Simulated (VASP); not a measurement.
# WC (Amm2) in VASP: single point with PBE

Aim: the single point of WC with PBE.

Program: VASP 6.6.1. These are calculated values, not measurements. Logs are shortened: lines on timing, memory, paths and dates and some standing lists are left out, and cuts for length are marked.

## (1) The cell of the first run

It takes space group Amm2 (No. 38, orthorhombic). The conventional cell has a = 2.829 Å, b = 2.959 Å, c = 4.923 Å, α = 90.00°, β = 90.00°, γ = 90.00°. W (site symmetry mm2) has 6 C at 2.17 to 2.21 Å and 8 W at 2.83 to 2.96 Å within 3.0 Å. C (site symmetry mm2) has 6 W at 2.17 to 2.21 Å and 8 C at 2.83 to 2.96 Å within 3.0 Å.

## (2) Single point, PBE (strain +0.0200 x Voigt [1, -1, 0, 0, 0, 0])

Contents of INCAR:

```
SYSTEM = WC
ALGO     = Normal         ! electronic algorithm
EDIFF    = 1E-6           ! SCF threshold, eV
ENCUT    = 1300           ! plane-wave cutoff, eV
GGA      = PE             ! functional
GGA_COMPAT= .False.      
ISIF     = 2              ! what is computed and relaxed
ISMEAR   = 0              ! smearing method
LASPH    = .True.         ! aspherical terms in the spheres
LCHARG   = .False.        ! write CHGCAR
LREAL    = .False.        ! projectors in reciprocal space
LWAVE    = .False.        ! write WAVECAR
NBANDS   = 16             ! bands
NELM     = 120            ! most SCF steps
PREC     = Accurate       ! precision mode
SIGMA    = 0.15           ! smearing width, eV
```

Contents of KPOINTS:

```
k-points
0
Gamma
  18 18 16
  0 0 0
```

Contents of POSCAR:

```
WC
1.0
    2.9585114647      0.0000000000      0.0000000000
   -1.4792557324      2.4616697687      0.0000000000
    0.0000000000      0.0000000000      2.8290000000
W C
1 1
Direct
    0.0000000000      0.0000000000      0.0000000000
    0.6666666667      0.3333333333      0.5000000000
```

Potentials or basis: VASP PAW PBE potentials, release 64 (W_sv, C_h).

Run with:

```console
cat potpaw_PBE.64/W_sv/POTCAR potpaw_PBE.64/C_h/POTCAR > POTCAR
mpirun -np 1 vasp_std > vasp.out
```

OUTCAR:

```text
SYSTEM = WC
   EDIFF = 1E-6
   ENCUT = 1300
   GGA = PE
   ISIF = 2
   ISMEAR = 0
   LASPH = .True.
   LREAL = .False.
   NELM = 120
   PREC = Accurate

 ion  position               nearest neighbor table
   1  0.000  0.000  0.000-   2 2.17   2 2.17   2 2.21   2 2.21   2 2.21   2 2.21
   2  0.667  0.333  0.500-   1 2.17   1 2.17   1 2.21   1 2.21   1 2.21   1 2.21

  Warning from LATTYP: Monoclinic adjustment (A1->A3, A2->A1, A3->A2)!
  LATTYP: Found a base centered orthorhombic cell.
 ALAT       =     2.9585114647
 B/A-ratio  =     1.6641272465
 C/A-ratio  =     0.9562241126

  Lattice vectors:

 A1 = (   1.4792557324,  -2.4616697687,   0.0000000000)
 A2 = (   1.4792557323,   2.4616697687,   0.0000000000)
 A3 = (   0.0000000000,   0.0000000000,   2.8290000000)

Analysis of symmetry for initial positions (statically):
=====================================================================
 Subroutine PRICEL returns:
 Original cell was already a primitive cell.

 Routine SETGRP: Setting up the symmetry group for a
 base centered orthorhombic supercell.

 Subroutine GETGRP returns: Found  4 space group operations
 (whereof  4 operations were pure point group operations)
 out of a pool of  8 trial point group operations.

The static configuration has the point symmetry C_2v.

Analysis of symmetry for dynamics (positions and initial velocities):
=====================================================================
 Subroutine PRICEL returns:
 Original cell was already a primitive cell.

 Routine SETGRP: Setting up the symmetry group for a
 base centered orthorhombic supercell.

 Subroutine GETGRP returns: Found  4 space group operations
 (whereof  4 operations were pure point group operations)
 out of a pool of  8 trial point group operations.

The dynamic configuration has the point symmetry C_2v.

 Subroutine INISYM returns: Found  4 space group operations
 (whereof  4 operations are pure point group operations),
 and found     1 'primitive' translations

----------------------------------------------------------------------------------------

                                     Primitive cell

  volume of cell :      20.6033

  direct lattice vectors                    reciprocal lattice vectors
     2.958511465  0.000000000  0.000000000     0.338007816  0.203114165  0.000000000
    -1.479255732  2.461669769  0.000000000     0.000000000  0.406228330  0.000000000
     0.000000000  0.000000000  2.829000000     0.000000000  0.000000000  0.353481796

  length of vectors
     2.958511465  2.871935858  2.829000000     0.394340777  0.406228330  0.353481796

  position of ions in fractional coordinates (direct lattice)
     0.000000000  0.000000000  0.000000000
     0.666666667  0.333333333  0.500000000

  ion indices of the primitive-cell ions
   primitive index   ion index
                 1           1
                 2           2

----------------------------------------------------------------------------------------

 KPOINTS: k-points

Automatic generation of k-mesh.
 Grid dimensions read from file:
 generate k-points for:   18   18   16

 Generating k-lattice:

  Cartesian coordinates                     Fractional coordinates (reciprocal lattice)
     0.018778212  0.011284120  0.000000000     0.055555556  0.000000000  0.000000000
     0.000000000  0.022568241  0.000000000     0.000000000  0.055555556  0.000000000
     0.000000000  0.000000000  0.022092612     0.000000000  0.000000000  0.062500000

  Length of vectors
     0.021907821  0.022568241  0.022092612

  Shift w.r.t. Gamma in fractional coordinates (k-lattice)
     0.000000000  0.000000000  0.000000000

 Subroutine IBZKPT returns following result:
 ===========================================

 Found    819 irreducible k-points:

 Following reciprocal coordinates:
            Coordinates               Weight
  0.000000  0.000000  0.000000      1.000000
  0.055556  0.000000  0.000000      4.000000
  0.111111  0.000000  0.000000      4.000000
  0.166667 -0.000000  0.000000      4.000000
  0.222222  0.000000  0.000000      4.000000
  0.277778  0.000000  0.000000      4.000000
[... 16 lines left out ...]
 -0.333333  0.055556  0.000000      4.000000
 -0.277778  0.055556  0.000000      4.000000
 [... further k-points ...]
   k-points           NKPTS =    819   k-points in BZ     NKDIM =    819   number of bands    NBANDS=     16
   number of dos      NEDOS =    301   number of ions     NIONS =      2
   total plane-waves  NPLWV =  46656
   dimension x,y,z NGX =    36 NGY =   36 NGZ =   36
   dimension x,y,z NGXF=    72 NGYF=   72 NGZF=   72
   ions per type =               1   1
   NGX,Y,Z   is equivalent  to a cutoff of  20.23, 20.84, 21.16 a.u.
   NGXF,Y,Z  is equivalent  to a cutoff of  40.46, 41.68, 42.31 a.u.
 SYSTEM =  WC
   PREC   = accura    normal or accurate (medium, high low for compatibility)
   ISTART =      0    job   : 0-new  1-cont  2-samecut
   ICHARG =      2    charge: 1-file 2-atom 10-const
   ISPIN  =      1    spin polarized calculation?
   LNONCOLLINEAR =      F non collinear calculations
   LSORBIT =      F    spin-orbit coupling
   LASPH  =      T    aspherical Exc in radial PAW
   ENCUT  = 1300.0 eV  95.55 Ry    9.77 a.u.   8.70  8.44  8.32*2*pi/ulx,y,z
   NELM   =    120;   NELMIN=  2; NELMDL= -5     # of ELM steps
   EDIFF  = 0.1E-05   stopping-criterion for ELM
   LREAL  =      F    real-space projection
   EDIFFG = 0.1E-04   stopping-criterion for IOM
   NSW    =      0    number of steps for IOM
   IBRION =     -1    ionic relax: 0-MD 1-quasi-New 2-CG
   NFREE  =      0    steps in history (QN), initial steepest desc. (CG)
   ISIF   =      2    stress and relaxation
   ISYM   =      2    0-nonsym 1-usesym 2-fastsym
   POTIM  = 0.5000    time-step for ionic-motion
   TEBEG  =    0.0;   TEEND  =   0.0 temperature during run
   PSTRESS=    0.0 pullay stress
   NELECT =      18.0000    total number of electrons
   NUPDOWN=      -1.0000    fix difference up-down
   EMIN   =  10.00;   EMAX   =-10.00  energy-range for DOS
   EFERMI =   0.00;   METHOD = LEGACY
   ISMEAR =     0;   SIGMA  =   0.15  broadening in eV -4-tet -1-fermi 0-gaus
   EFERMI_NEDOS =   21; number of points for ismear=-14 and -15
   IALGO  =     38    algorithm
   IMIX   =      4    mixing-type and parameters
     AMIX     =   0.40;   BMIX     =  1.00
     AMIX_MAG =   1.60;   BMIX_MAG =  1.00
  volume/ion in A,a.u.               =      10.30        69.52
  Fermi-wavevector in a.u.,A,eV,Ry     =   1.565022  2.957462 33.324649  2.449293
  Thomas-Fermi vector in A             =   2.667559
   LORBIT       =      0    0 simple, 1 ext, 2 COOP (PROOUT), +10 PAW based schemes
   GGA     = PE    functional components
   LHFCALC =     F    Hartree Fock is set to
   AEXX    =    0.0000 exact exchange contribution
   IVDW    =     0    specifies the selected vdW correction
   LEPSILON=     F    determine dielectric tensor
   LRPA    =     F    only Hartree local field effects (RPA)
 non-spin polarized calculation
 Gauss-broadening in eV      SIGMA  =   0.15
  energy-cutoff  :     1300.00
  volume of cell :       20.60
 maximum number of plane-waves:      2224
   NGX = 17   NGY = 17   NGZ = 17

 number of electron      18.0000000 magnetization

 Free energy of the ion-electron system (eV)
  ---------------------------------------------------
  ext. energy  EPLUGINS =         0.00000000
  ---------------------------------------------------
  free energy    TOTEN  =       -22.41611791 eV

  energy without entropy =      -22.41277024  energy(sigma->0) =      -22.41444408

 E-fermi :  11.5266     XC(G=0): -13.8741

 val. band max:       11.5235373849   @ k =   0.0000   0.1667   0.5000
 cond. band min:      11.5298872494   @ k =   0.0000   0.1667   0.3750
 fundamental gap:      0.0063498645
 Fermi energy:        11.5265617348

 k-point     1 :       0.0000    0.0000    0.0000
  band No.  band energies     occupation
      1     -62.4708      2.00000
      2     -26.4496      2.00000
      3     -26.3857      2.00000
      4     -26.3082      2.00000
      5      -2.9880      2.00000
      6       7.1489      2.00000
[... 8 lines left out ...]
     15      25.9442      0.00000
     16      27.9234      0.00000

 k-point     2 :       0.0556    0.0000    0.0000
  band No.  band energies     occupation
      1     -62.4691      2.00000
      2     -26.4463      2.00000
      3     -26.4058      2.00000
      4     -26.3195      2.00000
      5      -2.9074      2.00000
      6       7.1744      2.00000
[... 8 lines left out ...]
     15      25.7566      0.00000
     16      28.2421      0.00000

 k-point     3 :       0.1111    0.0000    0.0000
  band No.  band energies     occupation
      1     -62.4641      2.00000
      2     -26.4715      2.00000
      3     -26.4368      2.00000
      4     -26.3436      2.00000
      5      -2.6719      2.00000
      6       7.1152      2.00000
[... 8 lines left out ...]
     15      25.4520      0.00000
     16      28.9016      0.00000

 k-point     4 :       0.1667   -0.0000    0.0000
  band No.  band energies     occupation
      1     -62.4565      2.00000
      2     -26.5795      2.00000
      3     -26.4224      2.00000
      4     -26.3715      2.00000
      5      -2.2999      2.00000
      6       6.7307      2.00000
[... 8 lines left out ...]
     15      25.2844      0.00000
     16      29.6541      0.00000

 k-point     5 :       0.2222    0.0000    0.0000
  band No.  band energies     occupation
      1     -62.4472      2.00000
      2     -26.7132      2.00000
      3     -26.4045      2.00000
      4     -26.4020      2.00000
      5      -1.8206      2.00000
      6       6.1994      2.00000
[... 8 lines left out ...]
     15      25.3906      0.00000
     16      29.9375      0.00000

 k-point     6 :       0.2778    0.0000    0.0000
  band No.  band energies     occupation
      1     -62.4372      2.00000
      2     -26.8539      2.00000
      3     -26.4329      2.00000
      4     -26.3855      2.00000
      5      -1.2731      2.00000
      6       5.6622      2.00000
[... 8 lines left out ...]
     15      25.8648      0.00000
     16      29.1907      0.00000
[... 267 lines left out ...]
 k-point    21 :      -0.4444    0.0556    0.0000
  band No.  band energies     occupation
      1     -62.4172      2.00000
      2     -27.1143      2.00000
      3     -26.5121      2.00000
      4     -26.3468      2.00000
      5       0.0525      2.00000
      6       4.6691      2.00000
[... 8 lines left out ...]
     15      25.4755      0.00000
     16      28.7208      0.00000

 k-point    22 :      -0.3889    0.0556    0.0000
  band No.  band energies     occupation
      1     -62.4238      2.00000
      2     -27.0265      2.00000
      3     -26.4921      2.00000
      4     -26.3594      2.00000
      5      -0.4088      2.00000
      6       5.0008      2.00000
[... 8 lines left out ...]
     15      26.4295      0.00000
     16      27.9582      0.00000

 k-point    23 :      -0.3333    0.0556    0.0000
  band No.  band energies     occupation
      1     -62.4324      2.00000
      2     -26.9098      2.00000
      3     -26.4638      2.00000
      4     -26.3759      2.00000
      5      -0.9577      2.00000
      6       5.4252      2.00000
[... 8 lines left out ...]
     15      26.2830      0.00000
     16      28.4748      0.00000

 k-point    24 :      -0.2778    0.0556    0.0000
  band No.  band energies     occupation
      1     -62.4421      2.00000
      2     -26.7778      2.00000
      3     -26.4298      2.00000
      4     -26.3945      2.00000
      5      -1.5177      2.00000
      6       5.9099      2.00000
[... 8 lines left out ...]
     15      25.6477      0.00000
     16      29.5578      0.00000

 [... further k-points ...]

------------------------ aborting loop because EDIFF is reached ----------------------------------------

  FORCE on cell =-STRESS in cart. coord.  units (eV):
  Direction    XX          YY          ZZ          XY          YZ          ZX
  --------------------------------------------------------------------------------------
  -------------------------------------------------------------------------------------
  Total       -0.0077788      2.5723780      1.3204290     -0.0000000      0.0000000      0.0000000
  in kB       -0.6049080    200.0365546    102.6808954     -0.0000000      0.0000000      0.0000000
  external PRESSURE =     100.7041807 kB  Pullay stress =       0.0000000 kB

 VOLUME and BASIS-vectors are now :
 -----------------------------------------------------------------------------
  energy-cutoff  :     1300.00
  volume of cell :       20.60
      direct lattice vectors                 reciprocal lattice vectors
     2.958511465  0.000000000  0.000000000     0.338007816  0.203114165  0.000000000
    -1.479255732  2.461669769  0.000000000     0.000000000  0.406228330  0.000000000
     0.000000000  0.000000000  2.829000000     0.000000000  0.000000000  0.353481796

 POSITION                                       TOTAL-FORCE (eV/Angst)
 -----------------------------------------------------------------------------------
      0.00000      0.00000      0.00000        -0.000000      0.253086      0.000000
      1.47926      0.82056      1.41450         0.000000     -0.253086      0.000000
 -----------------------------------------------------------------------------------
    total drift:                               -0.000000      0.000035     -0.000000

  FREE ENERGIE OF THE ION-ELECTRON SYSTEM (eV)
  ---------------------------------------------------
  free  energy   TOTEN  =       -22.4161179091 eV

  energy  without entropy=      -22.4127702432  energy(sigma->0) =      -22.41444408
```

It took 8.5 min on 1 thread of Intel Xeon Platinum 8559C (Emerald Rapids), shared host; peak memory 1.1 GiB.

What came out:

- Free energy: -22.4161 eV
- Pressure: 10.1 GPa
- Largest force: 0.253 eV/Å
- Band gap on the k mesh: zero (bands 9 and 10 overlap by 1.25 eV)

Forces on the atoms (eV/Å):
```
W    0.000  0.253  0.000
C    0.000 -0.253  0.000
```

Levels at points of the mesh, in eV from the Fermi level:
| k point | band 5 | band 6 | band 7 | band 8 | band 9 | band 10 | band 11 | band 12 | band 13 | band 14 |
| --- | --- | --- | --- | --- | --- | --- | --- | --- | --- | --- |
| (0.00, 0.00, 0.00) | -14.51 | -4.38 | -3.70 | -3.03 | 0.06 | 3.19 | 3.36 | 5.47 | 5.82 | 6.44 |
| (0.50, 0.00, 0.00) | -11.20 | -7.11 | -3.66 | -3.65 | -0.37 | 2.47 | 4.33 | 5.12 | 6.93 | 9.70 |
| (0.00, 0.50, 0.00) | -11.04 | -7.01 | -3.66 | -3.51 | -0.72 | 2.15 | 4.61 | 4.95 | 6.83 | 9.77 |
| (0.00, 0.00, 0.50) | -10.45 | -8.71 | -2.13 | -1.96 | -0.99 | -0.20 | 3.69 | 4.29 | 4.78 | 10.01 |
| (0.50, 0.00, 0.50) | -11.39 | -6.49 | -4.30 | -4.11 | 0.14 | 4.31 | 5.37 | 6.75 | 9.19 | 10.07 |
| (0.00, 0.50, 0.50) | -11.30 | -6.54 | -4.69 | -4.20 | 0.58 | 4.61 | 5.45 | 6.54 | 9.31 | 10.62 |

Caveat: the cell differs from its parent crystal (strain +0.0200 x Voigt [1, -1, 0, 0, 0, 0]); the stress differs along the axes, from -0 to 20 GPa; spin-orbit coupling is left out, which moves the levels of the heavy elements.
